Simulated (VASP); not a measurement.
Input of a VASP 6.6.1 run:

File INCAR:

```
PREC = Accurate
ENCUT = 520
EDIFF = 1E-6
ISMEAR = 0
SIGMA = 0.15
LREAL = False
LASPH = True
NELM = 60
ALGO = Normal
ISIF = 2
LWAVE = False
LCHARG = False
GGA = PE
IVDW = 12
NBANDS = 16
```

File KPOINTS:

```
regular mesh
0
Gamma
  21 21 8
```

Contents of POSCAR:

```
C
1.0
    2.4833727692      0.0000000000      0.0000000000
   -1.2416863846      2.1506639052      0.0000000000
    0.0000000000      0.0000000000      7.4384464557
C
4
Direct
    0.0000000000      0.0000000000      0.0025000000
    0.0000000000      0.0000000000      0.5025000000
    0.3333333333      0.6666666667      0.0025000000
    0.6666666667      0.3333333333      0.5025000000
```

Potentials or basis: VASP PAW PBE potentials, release 64 (C).

Run with:

```console
$ cat potpaw_PBE.64/C/POTCAR > POTCAR
$ mpirun -np 1 vasp_std > vasp.out
```

Q: What does it give for the band gap on the k mesh?

A: Zero (bands 8 and 9 overlap by 0.01 eV).

Q: Estimate the pressure.

A: -5.7 GPa.

Q: What does it give for the dispersion energy per atom?

A: -0.138 eV.

Stress tensor (GPa, compression positive):
```
-7.64  0.00  0.00
 0.00 -7.64  0.00
 0.00  0.00 -1.75
```

Caveat: the stress differs along the axes, from -8 to -2 GPa.
